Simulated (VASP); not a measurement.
Here is a VASP 6.6.1 calculation.

Contents of INCAR:

```
ALGO     = Normal         # electronic algorithm
EDIFF    = 1E-6           # SCF threshold, eV
ENCUT    = 500            # plane-wave cutoff, eV
GGA      = PS             # functional
GGA_COMPAT= F            
ISIF     = 2              # what is computed and relaxed
ISMEAR   = 0              # smearing method
LASPH    = T              # aspherical terms in the spheres
LCHARG   = F              # write CHGCAR
LREAL    = F              # projectors in reciprocal space
LWAVE    = F              # write WAVECAR
NBANDS   = 12             # bands
NELM     = 120            # most SCF steps
PREC     = Accurate       # precision mode
SIGMA    = 0.1            # smearing width, eV
```

Contents of KPOINTS:

```
k-points
0
Gamma
  6 6 6
```

POSCAR

```
Ag
1.0
    0.0000000000      2.8701500000      2.8701500000
    2.8701500000      0.0000000000      2.8701500000
    2.8701500000      2.8701500000      0.0000000000
Ag
1
Direct
    0.0000000000      0.0000000000      0.0000000000
```

Potentials or basis: VASP PAW PBE potentials, release 64 (Ag).

The run is started by

```sh
$ cat potpaw_PBE.64/Ag/POTCAR > POTCAR
$ mpirun -np 1 vasp_std > vasp.out
```

(1) Predict the pressure.

## Answers

(1) -6.0 GPa.

Caveat: the PAW data sets were made with another functional, which shifts forces and pressure a little.
